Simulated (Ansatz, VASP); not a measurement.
**Sn in VASP and in Ansatz**

File INCAR:

```
PREC = Accurate ; ENCUT = 520
EDIFF = 1E-6 ; ISMEAR = -1
SIGMA = 0.1 ; LREAL = F
LASPH = T ; NELM = 60
ALGO = Normal ; ISIF = 2
LWAVE = F ; LCHARG = F
GGA = PS ; NBANDS = 21
```

The input KPOINTS:

```
regular mesh
0
Gamma
  13 13 7
```

POSCAR

```
Sn
1.0
    2.8987805996      0.0000000000      0.0000000000
   -1.4493902998      2.5104176392      0.0000000000
    0.0000000000      0.0000000000      4.6904141582
Sn
2
Direct
    0.3333333333      0.6666666667      0.2500000000
    0.6666666667      0.3333333333      0.7500000000
```

Input for Ansatz:

```yaml
crystal:
  lattice:
    - [2.8987805996, 0.0, 0.0]
    - [-1.4493902998, 2.5104176392, 0.0]
    - [0.0, 0.0, 4.6904141582]
  atoms:
    - { symbol: Sn, position: [0.3333333333, 0.6666666667, 0.25] }
    - { symbol: Sn, position: [0.6666666667, 0.3333333333, 0.75] }
kpoints:
  mp_grid: { grid: [13, 13, 7] }
  band_path:
    path:
      - [0.0, 0.0, 0.0]
      - [0.5, 0.0, 0.0]
      - [0.3333333333, 0.3333333333, 0.0]
      - [0.0, 0.0, 0.0]
      - [0.0, 0.0, 0.5]
      - [0.5, 0.0, 0.5]
      - [0.3333333333, 0.3333333333, 0.5]
      - [0.0, 0.0, 0.5]
      - [0.5, 0.0, 0.5]
    npoints: 8
scf:
  occupations: { method: fermi_dirac, width: 0.1 }
hamiltonian:
  xc: pbesol
  pseudopotentials: { kind: all_electron, lapw: { basis_error: 0.001 } }
output:
  forces: true
  stress: true
  eigenvalues: true
  populations: true
  dos: { projected: true, de: 0.2, e_range: [-14, 8] }
```

Change from the starting cell: volume scaled by 0.65, LAPW.

Alike in both runs: task single point; functional PBEsol; k mesh 13 × 13 × 7; occupations fermi-dirac, width 0.1 eV; no spin polarisation.

```csv
,VASP,Ansatz
version,VASP 6.6.1,Ansatz 0.2.0
potentials or method,"VASP PAW PBE potentials, release 64 (Sn_d), cutoff 520 eV","all-electron LAPW, scalar-relativistic"
```

|  | VASP | Ansatz | Ansatz less VASP |
| --- | --- | --- | --- |
| pressure (GPa) | 66.5 | 66.5 | -0.03 |

VASP's potentials were made for PBE, not for PBEsol. Both programs put the cell under a high pressure, so it lies far from rest at this level. Ansatz ran all-electron here, and VASP with PAW potentials.

Noted on VASP's run: the cell as given lies far from equilibrium.
